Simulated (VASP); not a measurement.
# Si16O (a cell with a defect) in VASP: further runs, part 2 of 3

VASP 6.6.1. Earlier steps stand in the parts before.

## 3. Single point, PBE, collinear spin, zero start

INCAR reads:

```
  PREC = Accurate
  ENCUT = 520
  EDIFF = 1E-7
  ISMEAR = -1
  SIGMA = 0.02
  LREAL = Auto
  LASPH = True
  NELM = 150
  ALGO = Normal
  ISIF = 2
  LWAVE = False
  LCHARG = False
  ISPIN = 2
  MAGMOM = 0 0 0 0 0 0 0 0 0 0 0 0 0 0 0 0 0
  LORBIT = 11
  GGA = PE
  NBANDS = 53
```

KPOINTS reads:

```
regular mesh
0
Gamma
  2 2 2
```

POSCAR reads:

```
Si16O
1.0
    0.0000000000      5.4300000000      5.4300000000
    5.4300000000      0.0000000000      5.4300000000
    5.4300000000      5.4300000000      0.0000000000
Si O
16 1
Direct
   -0.0143278085      0.0075138122      0.0187661142
    0.0815193370      0.1395856354      0.1398802947
    0.0339594843     -0.0406998158      0.4807918969
    0.0506813996      0.1463904236      0.6339594843
    0.0429742173      0.4930478821     -0.0276703499
    0.1557274401      0.6255616943      0.1278821363
    0.0498158379      0.4758931860      0.5119521179
    0.2153591160      0.6101104972      0.6111418048
    0.4822467772      0.0430018416     -0.0129650092
    0.5998342541      0.1777716390      0.1102209945
    0.4274861878      0.0600092081      0.4701565378
    0.6046593002      0.1225782689      0.6104788214
    0.5214640884      0.5373756906     -0.0399539595
    0.6759852670      0.6396685083      0.0885819521
    0.5759944751      0.4751104972      0.4710220994
    0.5436648250      0.6825046041      0.6280662983
    0.8232412523      0.6622836096      0.5645488029
```

Potentials or basis: VASP PAW PBE potentials, release 64 (Si, O).

The run is started by

```bash
$ cat potpaw_PBE.64/Si/POTCAR potpaw_PBE.64/O/POTCAR > POTCAR
$ mpirun -np 1 vasp_std > vasp.out
```

OUTCAR:

```text
PREC = Accurate
   ENCUT = 520
   EDIFF = 1E-7
   ISMEAR = -1
   LREAL = Auto
   LASPH = True
   NELM = 150
   ISIF = 2
   ISPIN = 2
   LORBIT = 11
   GGA = PE

 ion  position               nearest neighbor table
   1  0.986  0.008  0.019-   2 2.19   6 2.41  10 2.44   4 2.45
   2  0.082  0.140  0.140-   1 2.19   3 2.20   5 2.28   9 2.52
   3  0.034  0.959  0.481-   2 2.20   8 2.26   4 2.34  12 2.70
   4  0.051  0.146  0.634-   7 2.21   3 2.34  11 2.38   1 2.45
   5  0.043  0.493  0.972-   2 2.28   8 2.30  14 2.31   6 2.52
   6  0.156  0.626  0.128-  13 2.31   1 2.41   7 2.41   5 2.52
   7  0.050  0.476  0.512-  17 1.62   4 2.21   6 2.41   8 2.51  11 3.09
   8  0.215  0.610  0.611-   3 2.26  15 2.27   5 2.30   7 2.51  16 2.91
   9  0.482  0.043  0.987-  10 2.36  12 2.39   2 2.52  14 2.56
  10  0.600  0.178  0.110-  13 2.27  11 2.29   9 2.36   1 2.44
  11  0.427  0.060  0.470-  10 2.29  16 2.38   4 2.38  12 2.42   7 3.09
  12  0.605  0.123  0.610-  15 2.29   9 2.39  11 2.42   3 2.70
  13  0.521  0.537  0.960-  16 2.16  10 2.27   6 2.31  14 2.42
[... 1067 lines left out ...]
      6.66170      7.53570      8.06640         1.695342     -1.848622     -1.266385
 -----------------------------------------------------------------------------------
    total drift:                               -0.000609     -0.000995     -0.001889

  FREE ENERGIE OF THE ION-ELECTRON SYSTEM (eV)
  ---------------------------------------------------
  free  energy   TOTEN  =       -89.7516947812 eV

  energy  without entropy=      -89.7511416527  energy(sigma->0) =      -89.75141822

 total charge

# of ion       s       p       d       tot
------------------------------------------
    1        0.747   0.935   0.000   1.683
    2        0.754   1.001   0.000   1.754
    3        0.760   0.930   0.000   1.690
    4        0.759   0.949   0.000   1.709
    5        0.744   0.944   0.000   1.688
    6        0.757   0.906   0.000   1.662
[... 9 lines left out ...]
   16        0.763   0.892   0.000   1.655
   17        1.572   3.534   0.000   5.106
--------------------------------------------------
tot         13.634  18.467   0.000  32.101

 magnetization (x)

# of ion       s       p       d       tot
------------------------------------------
    1        0.000  -0.000   0.000  -0.000
    2        0.000   0.000   0.000   0.000
    3        0.000   0.000   0.000   0.000
    4       -0.000   0.000   0.000   0.000
    5        0.000   0.000   0.000   0.000
    6        0.000  -0.000   0.000   0.000
[... 9 lines left out ...]
   16        0.000   0.000   0.000   0.000
   17       -0.000  -0.000   0.000  -0.000
--------------------------------------------------
tot         -0.000  -0.000   0.000  -0.000
```

OSZICAR:

```text
N       E                     dE             d eps       ncg     rms          rms(c)
DAV:   1     0.191249678175E+03    0.19125E+03   -0.27326E+04  1696   0.110E+03
DAV:   2    -0.732365579420E+02   -0.26449E+03   -0.24865E+03  2055   0.175E+02
DAV:   3    -0.926535171558E+02   -0.19417E+02   -0.19114E+02  2142   0.443E+01
DAV:   4    -0.930303339025E+02   -0.37682E+00   -0.37548E+00  2144   0.733E+00
DAV:   5    -0.930378024581E+02   -0.74686E-02   -0.74642E-02  2142   0.101E+00    0.166E+01
DAV:   6    -0.899473194400E+02    0.30905E+01   -0.82402E+00  2448   0.159E+01    0.972E+00
DAV:   7    -0.898510111012E+02    0.96308E-01   -0.36654E+00  1883   0.621E+00    0.450E+00
DAV:   8    -0.898195318946E+02    0.31479E-01   -0.13596E+00  2208   0.549E+00    0.195E+00
DAV:   9    -0.897376475128E+02    0.81884E-01   -0.53446E-01  2648   0.396E+00    0.396E-01
DAV:  10    -0.897523190124E+02   -0.14671E-01   -0.14531E-01  1872   0.134E+00    0.439E-01
DAV:  11    -0.897511490500E+02    0.11700E-02   -0.13479E-02  2104   0.524E-01    0.145E-01
DAV:  12    -0.897516125568E+02   -0.46351E-03   -0.24588E-03  1952   0.186E-01    0.602E-02
DAV:  13    -0.897516915823E+02   -0.79025E-04   -0.10777E-04  2080   0.411E-02    0.371E-02
DAV:  14    -0.897517004483E+02   -0.88660E-05   -0.16489E-05  2104   0.147E-02    0.296E-02
DAV:  15    -0.897516939655E+02    0.64828E-05   -0.34887E-05  2064   0.261E-02    0.782E-03
DAV:  16    -0.897516947752E+02   -0.80964E-06   -0.93385E-06  2016   0.112E-02    0.257E-03
DAV:  17    -0.897516947812E+02   -0.60409E-08   -0.22619E-07  1816   0.190E-03
   1 F= -.89751695E+02 E0= -.89751418E+02  d E =-.553129E-03  mag=     0.0000
```

stdout:

```text
POSCAR found type information on POSCAR SiO
 POSCAR found :  2 types and      17 ions
 scaLAPACK will be used
 LDA part: xc-table for (Slater+PW92), standard interpolation
 POSCAR, INCAR and KPOINTS ok, starting setup
 FFT: planning ... GRIDC
 FFT: planning ... GRID_SOFT
 FFT: planning ... GRID
 WAVECAR not read
 entering main loop
```

Wall time 5.2 min (1 thread of Intel Xeon 6975P-C (Granite Rapids), shared host); peak memory 0.71 GiB.

Results:

* Free energy: -89.7517 eV
* Pressure: 3.8 GPa
* Largest force: 3.782 eV/Å
* Band gap on the k mesh: 0.19 eV
* Net moment: 0.00 μB per cell
* Valence electrons inside the program's atomic spheres: Si 1.68, 1.75, 1.69, 1.71, 1.66, 1.67, 1.72, 1.63, 1.70, 1.64 (each value once); O 5.11

Forces on the atoms (eV/Å):
```
Si  -1.569 -1.462 -1.426
Si  -1.030  0.887  2.408
Si   2.638 -0.704 -1.390
Si  -0.184  1.189 -0.644
Si   1.720  0.720  0.890
Si  -0.016 -0.315 -0.984
Si  -0.040 -0.540  1.917
Si  -1.082 -0.629 -1.568
Si  -0.980  0.201 -0.814
Si  -1.377  0.258 -0.222
Si   0.660  1.064 -0.223
Si  -0.718  1.110  0.067
Si   2.001  1.515 -0.675
Si   0.971 -1.374 -0.204
Si  -0.733 -0.335  0.907
Si  -1.956  0.263  3.226
O    1.695 -1.849 -1.266
```

Caveat: the k points lie up to 0.50 Å⁻¹ apart.

## 4. Single point, PBE, collinear spin, zero start

INCAR reads:

```
  PREC = Accurate
  ENCUT = 520
  EDIFF = 1E-6
  ISMEAR = -1
  SIGMA = 0.02
  LREAL = Auto
  LASPH = T
  NELM = 150
  ALGO = Normal
  ISIF = 2
  LWAVE = F
  LCHARG = F
  ISPIN = 2
  MAGMOM = 0 0 0 0 0 0 0 0 0 0 0 0 0 0 0 0 0
  LORBIT = 11
  GGA = PE
  NBANDS = 53
```

KPOINTS reads:

```
Automatic mesh
0
Gamma
  2 2 2
```

POSCAR reads:

```
Si16O
1.0
    0.0000000000      5.4300000000      5.4300000000
    5.4300000000      0.0000000000      5.4300000000
    5.4300000000      5.4300000000      0.0000000000
Si O
16 1
Direct
   -0.0616574586      0.0656169429     -0.0072375691
    0.1210220994      0.1463443831      0.1161233886
   -0.0141160221     -0.0175414365      0.4808747698
    0.0718876611      0.1225506446      0.6358471455
    0.0212523020      0.5222651934      0.0066114180
    0.1406353591      0.6606906077      0.1177808471
    0.0782688766      0.5134069982      0.4802209945
    0.1716022099      0.6211786372      0.6198895028
    0.4913904236      0.0232136280     -0.0414456722
    0.5980018416      0.1376151013      0.1277255985
    0.4529742173     -0.0363996317      0.5054972376
    0.6305524862      0.1238858195      0.5661694291
    0.5446961326      0.5090423573      0.0003314917
    0.6526519337      0.6545856354      0.0958195212
    0.5512523020      0.5025414365      0.4875138122
    0.6079465930      0.6292541436      0.6371362799
    0.8033609576      0.6925138122      0.5530110497
```

Potentials or basis: VASP PAW PBE potentials, release 64 (Si, O).

The run is started by

```bash
$ cat potpaw_PBE.64/Si/POTCAR potpaw_PBE.64/O/POTCAR > POTCAR
$ mpirun -np 1 vasp_std > vasp.out
```

OUTCAR:

```text
PREC = Accurate
   ENCUT = 520
   EDIFF = 1E-6
   ISMEAR = -1
   LREAL = Auto
   LASPH = T
   NELM = 150
   ISIF = 2
   ISPIN = 2
   LORBIT = 11
   GGA = PE

 ion  position               nearest neighbor table
   1  0.938  0.066  0.993-  10 2.15   4 2.28   2 2.46   6 2.58
   2  0.121  0.146  0.116-   3 2.32   9 2.34   5 2.37   1 2.46
   3  0.986  0.982  0.481-  12 2.24   2 2.32   8 2.34   4 2.41
   4  0.072  0.123  0.636-   1 2.28  11 2.40   3 2.41   7 2.63
   5  0.021  0.522  0.007-   6 2.32  14 2.32   2 2.37   8 2.43
   6  0.141  0.661  0.118-   7 2.31   5 2.32  13 2.54   1 2.58
   7  0.078  0.513  0.480-  17 1.83   8 2.14   6 2.31   4 2.63  16 2.97
   8  0.172  0.621  0.620-   7 2.14   3 2.34  15 2.38   5 2.43
   9  0.491  0.023  0.959-   2 2.34  14 2.34  10 2.46  12 2.47
  10  0.598  0.138  0.128-   1 2.15  13 2.39  11 2.41   9 2.46
  11  0.453  0.964  0.505-  16 2.14   4 2.40  10 2.41  17 2.52  12 2.55
  12  0.631  0.124  0.566-   3 2.24  15 2.46   9 2.47  11 2.55
  13  0.545  0.509  0.000-  14 2.20  16 2.32  10 2.39   6 2.54
  14  0.653  0.655  0.096-  13 2.20   5 2.32   9 2.34  15 2.46
  15  0.551  0.503  0.488-  16 2.12   8 2.38  12 2.46  14 2.46
  16  0.608  0.629  0.637-  17 1.53  15 2.12  11 2.14  13 2.32   7 2.97
[... 1038 lines left out ...]
 -----------------------------------------------------------------------------
  energy-cutoff  :      520.00
  volume of cell :      320.21
      direct lattice vectors                 reciprocal lattice vectors
     0.000000000  5.430000000  5.430000000    -0.092081031  0.092081031  0.092081031
     5.430000000  0.000000000  5.430000000     0.092081031 -0.092081031  0.092081031
     5.430000000  5.430000000  0.000000000     0.092081031  0.092081031 -0.092081031

 POSITION                                       TOTAL-FORCE (eV/Angst)
 -----------------------------------------------------------------------------------
      5.74700     10.48590      5.45150        -1.631639      3.247322      1.025789
      1.42520      1.28770      1.45180        -0.353035     -0.905682     -0.176003
      7.94590      7.96450     10.68810         0.386111      1.066136      1.027991
      4.11810      3.84300      1.05580        -0.130842     -0.740472      1.773340
      2.87180      0.15130      2.95130        -0.874363     -0.181871      0.141154
      4.22710      1.40320      4.35120        -0.031336      0.056126      1.304202
[... 9 lines left out ...]
      6.87650      6.76080      6.71800         1.364917      1.352126     -3.970958
      6.76320      7.36510      8.12260        -2.350966      3.232011      4.977357
 -----------------------------------------------------------------------------------
    total drift:                                0.000153      0.003356      0.011893

  FREE ENERGIE OF THE ION-ELECTRON SYSTEM (eV)
  ---------------------------------------------------
  free  energy   TOTEN  =       -89.1445682540 eV

  energy  without entropy=      -89.1444106395  energy(sigma->0) =      -89.14448945

 total charge

# of ion       s       p       d       tot
------------------------------------------
    1        0.756   0.947   0.000   1.703
    2        0.743   0.932   0.000   1.675
    3        0.752   0.953   0.000   1.705
    4        0.752   0.900   0.000   1.652
    5        0.746   0.938   0.000   1.684
    6        0.754   0.904   0.000   1.658
[... 9 lines left out ...]
   16        0.763   1.092   0.000   1.856
   17        1.585   3.606   0.000   5.191
--------------------------------------------------
tot         13.663  18.702   0.000  32.366

 magnetization (x)

# of ion       s       p       d       tot
------------------------------------------
    1        0.000   0.000   0.000   0.000
    2        0.000   0.000   0.000   0.000
    3        0.000   0.000   0.000   0.000
    4       -0.000  -0.000   0.000  -0.000
    5        0.000   0.000   0.000   0.000
    6        0.000   0.000   0.000   0.000
[... 9 lines left out ...]
   16       -0.000  -0.000   0.000  -0.000
   17       -0.000   0.000   0.000   0.000
--------------------------------------------------
tot          0.000   0.000   0.000   0.000
```

OSZICAR:

```text
N       E                     dE             d eps       ncg     rms          rms(c)
DAV:   1     0.195368893196E+03    0.19537E+03   -0.27229E+04  1696   0.110E+03
DAV:   2    -0.721087586775E+02   -0.26748E+03   -0.25136E+03  2047   0.177E+02
DAV:   3    -0.922220781905E+02   -0.20113E+02   -0.19824E+02  2166   0.455E+01
DAV:   4    -0.925916597810E+02   -0.36958E+00   -0.36864E+00  2160   0.736E+00
DAV:   5    -0.925985606010E+02   -0.69008E-02   -0.68963E-02  2136   0.997E-01    0.174E+01
DAV:   6    -0.893530988732E+02    0.32455E+01   -0.78062E+00  2352   0.158E+01    0.103E+01
DAV:   7    -0.892509129939E+02    0.10219E+00   -0.41730E+00  1920   0.660E+00    0.447E+00
DAV:   8    -0.891886704571E+02    0.62243E-01   -0.11697E+00  2347   0.573E+00    0.182E+00
DAV:   9    -0.891308905693E+02    0.57780E-01   -0.39927E-01  2336   0.335E+00    0.510E-01
DAV:  10    -0.891473230574E+02   -0.16432E-01   -0.19391E-01  1947   0.151E+00    0.543E-01
DAV:  11    -0.891435816260E+02    0.37414E-02   -0.16029E-02  2640   0.751E-01    0.163E-01
DAV:  12    -0.891444929728E+02   -0.91135E-03   -0.67402E-03  1875   0.281E-01    0.812E-02
DAV:  13    -0.891445412999E+02   -0.48327E-04   -0.13796E-04  2112   0.483E-02    0.410E-02
DAV:  14    -0.891445686631E+02   -0.27363E-04   -0.43596E-05  1886   0.246E-02    0.180E-02
DAV:  15    -0.891445672427E+02    0.14204E-05   -0.10245E-05  2320   0.157E-02    0.739E-03
DAV:  16    -0.891445682923E+02   -0.10496E-05   -0.79456E-06  1880   0.104E-02    0.256E-03
DAV:  17    -0.891445682540E+02    0.38236E-07   -0.30822E-07  1073   0.241E-03
   1 F= -.89144568E+02 E0= -.89144489E+02  d E =-.157615E-03  mag=    -0.0000
```

Run time: 4.3 min. Hardware: 1 thread of Intel Xeon 6975P-C (Granite Rapids), shared host; peak memory 0.71 GiB.

Results:

```
Free energy                                           : -89.1446 eV
Pressure                                              : 5.9 GPa
Largest force                                         : 6.383 eV/Å
Band gap on the k mesh                                : 0.24 eV
Net moment                                            : 0.00 μB per cell
Valence electrons inside the program's atomic spheres : Si 1.70, 1.68, 1.71, 1.65, 1.66, 1.74, 1.69, 1.72, 1.86 (each value once); O 5.19
```

Forces in eV/Å, atoms in the order of the input:
```
Si  -1.632  3.247  1.026
Si  -0.353 -0.906 -0.176
Si   0.386  1.066  1.028
Si  -0.131 -0.740  1.773
Si  -0.874 -0.182  0.141
Si  -0.031  0.056  1.304
Si  -1.048 -2.161 -2.852
Si   1.419  2.064  1.065
Si  -0.024  0.210  0.935
Si   0.896 -1.503 -1.836
Si   2.784 -2.534  2.053
Si   1.382 -0.635 -1.398
Si  -0.440 -1.752 -2.837
Si   1.481  1.199  0.511
Si  -2.829 -2.013 -1.744
Si   1.365  1.352 -3.971
O   -2.351  3.232  4.977
```

Stress tensor (GPa, compression positive):
```
 4.67 -0.01 -0.74
-0.01  5.70  3.99
-0.74  3.99  7.34
```

Levels at points of the mesh, in eV from the valence-band top:
Spin up:
| k point | band 33 | band 34 | band 35 | band 36 | band 37 | band 38 |
| --- | --- | --- | --- | --- | --- | --- |
| (0.00, 0.00, 0.00) | -0.54 | -0.27 | 0.00 | 0.24 | 0.35 | 0.55 |
| (0.50, 0.00, 0.00) | -0.85 | -0.57 | -0.42 | 0.76 | 0.81 | 1.08 |
| (0.00, 0.50, 0.00) | -1.19 | -0.92 | -0.31 | 0.74 | 0.92 | 1.21 |
| (0.00, 0.00, 0.50) | -1.04 | -0.84 | -0.34 | 0.68 | 1.01 | 1.17 |
| (0.50, 0.50, 0.50) | -1.10 | -0.76 | -0.54 | 0.67 | 0.95 | 1.24 |
| (0.50, 0.50, 0.00) | -1.29 | -1.13 | -0.65 | 0.83 | 0.99 | 1.73 |
| (0.00, 0.50, 0.50) | -1.28 | -1.14 | -0.61 | 1.20 | 1.28 | 1.85 |
| (0.50, 0.00, 0.50) | -1.40 | -1.20 | -1.11 | 1.00 | 1.28 | 1.69 |
Spin down:
| k point | band 32 | band 33 | band 34 | band 35 | band 36 | band 37 | band 38 | band 39 |
| --- | --- | --- | --- | --- | --- | --- | --- | --- |
| (0.00, 0.00, 0.00) | -0.96 | -0.54 | -0.27 | 0.00 | 0.24 | 0.35 | 0.55 | 0.67 |
| (0.50, 0.00, 0.00) | -1.16 | -0.85 | -0.57 | -0.42 | 0.76 | 0.81 | 1.08 | 1.22 |
| (0.00, 0.50, 0.00) | -1.52 | -1.19 | -0.92 | -0.31 | 0.74 | 0.92 | 1.21 | 1.33 |
| (0.00, 0.00, 0.50) | -1.31 | -1.04 | -0.84 | -0.34 | 0.68 | 1.01 | 1.17 | 1.25 |
| (0.50, 0.50, 0.50) | -1.30 | -1.10 | -0.76 | -0.54 | 0.67 | 0.95 | 1.24 | 1.38 |
| (0.50, 0.50, 0.00) | -1.47 | -1.29 | -1.13 | -0.65 | 0.83 | 0.99 | 1.73 | 1.88 |
| (0.00, 0.50, 0.50) | -1.54 | -1.28 | -1.14 | -0.61 | 1.20 | 1.28 | 1.85 | 1.91 |
| (0.50, 0.00, 0.50) | -1.46 | -1.40 | -1.20 | -1.11 | 1.00 | 1.28 | 1.69 | 1.84 |

Caveat: the k points lie up to 0.50 Å⁻¹ apart.

(Part 2 of 3 ends here.)
